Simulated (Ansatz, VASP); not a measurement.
One calculation of Ti2Co, two programs

```
Ti Co
1.0
     0.00000    3.47156    3.47156
     3.47156    0.00000    3.47156
     3.47156    3.47156    0.00000
Ti Co
4 2
Direct
  0.12500 0.12500 0.12500
  0.62500 0.12500 0.12500
  0.12500 0.12500 0.62500
  0.12500 0.62500 0.12500
  0.50000 0.50000 0.50000
  0.75000 0.75000 0.75000
```

Alike in both runs: functional PBEsol; k mesh 2 × 2 × 2; occupations gaussian, width 0.1 eV; collinear spin.

Ansatz relaxed the structure, and its values are those at the end. VASP's run is a single point on that final structure, the one shown.

|  | VASP | Ansatz |
| --- | --- | --- |
| version | VASP 6.6.1 | Ansatz 0.2.0 |
| potentials or method | VASP PAW PBE potentials, release 64 (Ti_sv, Co), cutoff 520 eV | scalar-relativistic, plane waves, PAW |
| valence electrons in the cell | 66 | 82 |

```csv
,VASP,Ansatz,Ansatz less VASP
gap on the k mesh at the Fermi level (eV),none,none,-
pressure (GPa),0.2,0.0,-0.15
net moment per atom (μB),0.04,0.00,-0.036
size of the moment on the site where the two differ most (μB),0.12,0.00,-0.122
```

VASP's potentials were made for PBE, not for PBEsol. Site moments also hang on the region over which each program counts them. A gap of «none» marks a metal or a gap that the smearing closes. With one functional, cell and mesh, what is left measures potentials, basis and numerics. VASP's potentials hold 66 valence electrons a cell and Ansatz's 82, so a difference there can come from the potentials and not from the codes. Ansatz's warnings: seeded moment not kept.

The k mesh is coarse, so the values compare programs but aren't converged.
